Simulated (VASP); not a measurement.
Here is a VASP 6.6.1 calculation.

File INCAR:

```
PREC = Accurate
ENCUT = 520
EDIFF = 1E-6
ISMEAR = 0
SIGMA = 0.1
LREAL = F
LASPH = T
NELM = 100
ALGO = Normal
ISIF = 2
LWAVE = F
LCHARG = T
GGA = PE
LELF = T
LVHAR = T
NBANDS = 20
```

The input KPOINTS:

```
Automatic mesh
0
Gamma
  6 6 6
```

Contents of POSCAR:

```
NaSr2
1.0
   -2.3979101051      2.3979101051      3.9328191441
    2.3979101051     -2.3979101051      3.9328191441
    2.3979101051      2.3979101051     -3.9328191441
Na Sr
1 2
Direct
    0.0000000000      0.0000000000      0.0000000000
    0.5930000000      0.5930000000      0.0000000000
    0.4070000000      0.4070000000      0.0000000000
```

Potentials or basis: VASP PAW PBE potentials, release 64 (Na_pv, Sr_sv).

Run with:

```console
$ cat potpaw_PBE.64/Na_pv/POTCAR potpaw_PBE.64/Sr_sv/POTCAR > POTCAR
$ mpirun -np 1 vasp_std > vasp.out
```

Problem. What does it give for the pressure?

Solution. 129.9 GPa.

Problem. What does it give for the band gap on the k mesh?

Solution. Zero (an odd number of electrons rules out a gap without spin polarisation).

Stress tensor (GPa, compression positive):
```
 -0.67   0.00   0.00
  0.00  -0.67   0.00
  0.00   0.00 391.18
```

Caveat: atoms lie so close that the PAW spheres overlap strongly, which falsifies energies and pressures; the stress differs along the axes, from -1 to 391 GPa; forces of over 1 eV/Å act on the atoms, so gaps and moduli don't describe the material at rest.
